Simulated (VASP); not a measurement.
BaBe4Ag:

```
Ba Be Ag
1.0
     0.00000    3.45762    3.45762
     3.45762    0.00000    3.45762
     3.45762    3.45762    0.00000
Ba Be Ag
1 4 1
Cartesian
  0.0000 0.0000 0.0000
  4.3220 2.5932 4.3220
  4.3220 4.3220 2.5932
  2.5932 2.5932 2.5932
  2.5932 4.3220 4.3220
  5.1864 5.1864 5.1864
```

```yaml
Program: VASP 6.6.1
Task: relaxation of cell and atoms
Functional: PBE
Potentials_or_basis: VASP PAW PBE potentials, release 64 (Ba_sv, Be, Ag)
Cutoff: 600 eV
k_mesh: 4 × 4 × 4
Occupations: gaussian, width 0.1 eV
Spin: no spin polarisation
```

At the start: pressure 13.1 GPa; volume 13.78 Å³/atom.

Question: Where does the relaxation end?

Answer: Over 10 steps the energy falls by 107.5 meV/atom and the volume is 16.20 Å³/atom (+17.6 %); space group F-43m (No. 216, to 0.05 Å).

Step by step:
```tsv
step	energy change (eV)	largest force (eV/Å)	pressure (GPa)	volume (Å³)
1	0.0000	0.5260	13.09	82.67
2	-0.5282	0.3482	-0.41	96.89
3	-0.5282	0.3485	-0.33	96.81
4	-0.5522	0.3362	-0.25	96.64
5	-0.6134	0.2314	0.19	96.12
6	-0.6127	0.2511	2.01	95.10
7	-0.6394	0.0538	0.83	95.67
8	-0.6401	0.0101	0.98	95.58
9	-0.6423	0.0190	-0.64	98.45
10	-0.6451	0.0084	0.03	97.20
```

Final structure:
```
Ba Be Ag
1.0
     0.00000    3.64935    3.64935
     3.64935    0.00000    3.64935
     3.64935    3.64935    0.00000
Ba Be Ag
1 4 1
Direct
  0.00000 0.00000 0.00000
  0.38776 0.83673 0.38776
  0.38776 0.38776 0.83673
  0.38776 0.38776 0.38776
  0.83673 0.38776 0.38776
  0.75000 0.75000 0.75000
```

Caveat: the k points lie up to 0.37 Å⁻¹ apart in the final cell; the volume moved by over 15 % at a fixed basis, so the end points are rough.
